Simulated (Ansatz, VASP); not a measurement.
## One calculation of H14C4N10Cl2O, two programs

```
H C N Cl O
1.0
     6.14246   -0.05396    0.18569
     0.32076    6.22441   -0.00798
     1.94231    0.81954    8.48228
H C N Cl O
14 4 10 2 1
Direct
  0.53131 0.29358 0.13988
  0.75251 0.42536 0.09528
  0.24867 0.73322 0.66208
  0.71186 0.27473 0.34027
  0.53091 0.78939 0.17916
  0.46923 0.21772 0.83189
  0.07814 0.92541 0.13866
  0.91807 0.07217 0.86287
  0.09686 0.65370 0.13555
  0.93134 0.34463 0.85051
  0.74976 0.75057 0.48072
  0.23331 0.24447 0.51839
  0.82399 0.72800 0.66908
  0.16398 0.26334 0.32873
  0.41124 0.77557 0.29486
  0.58267 0.22658 0.71343
  0.08567 0.74961 0.47546
  0.89880 0.24593 0.52400
  0.25975 0.74467 0.54334
  0.72006 0.25493 0.46149
  0.46303 0.76140 0.43161
  0.52237 0.24292 0.57944
  0.18114 0.76782 0.31571
  0.81414 0.22761 0.68505
  0.04964 0.77870 0.20605
  0.95661 0.21115 0.78758
  0.86955 0.74019 0.54574
  0.11555 0.25274 0.45183
  0.22762 0.28197 0.08377
  0.83795 0.70514 0.90679
  0.68005 0.30047 0.16461
```

Alike in both runs: functional PBE; dispersion D3(BJ); k mesh 4 × 4 × 4; occupations gaussian, width 0.02 eV; no spin polarisation.

Ansatz relaxed the structure, and its values are those at the end. VASP's run is a single point on that final structure, the one shown.

|  | VASP | Ansatz |
| --- | --- | --- |
| version | VASP 6.6.1 | Ansatz 0.2.0 |
| potentials or method | VASP PAW PBE potentials, release 64 (H, C, N, Cl, O), cutoff 520 eV | scalar-relativistic, plane waves, PAW |
| valence electrons in the cell | 100 | 100 |

|  | VASP | Ansatz | Ansatz less VASP |
| --- | --- | --- | --- |
| gap on the k mesh at the Fermi level (eV) | 4.13 | 4.13 | +0.001 |
| least direct gap on the mesh (eV) | 4.21 | 4.21 | +0.001 |
| pressure (GPa) | 0.0 | 0.0 | +0.01 |
| rms of the force components (eV/Å) | 0.037 | 0.006 | -0.0306 |
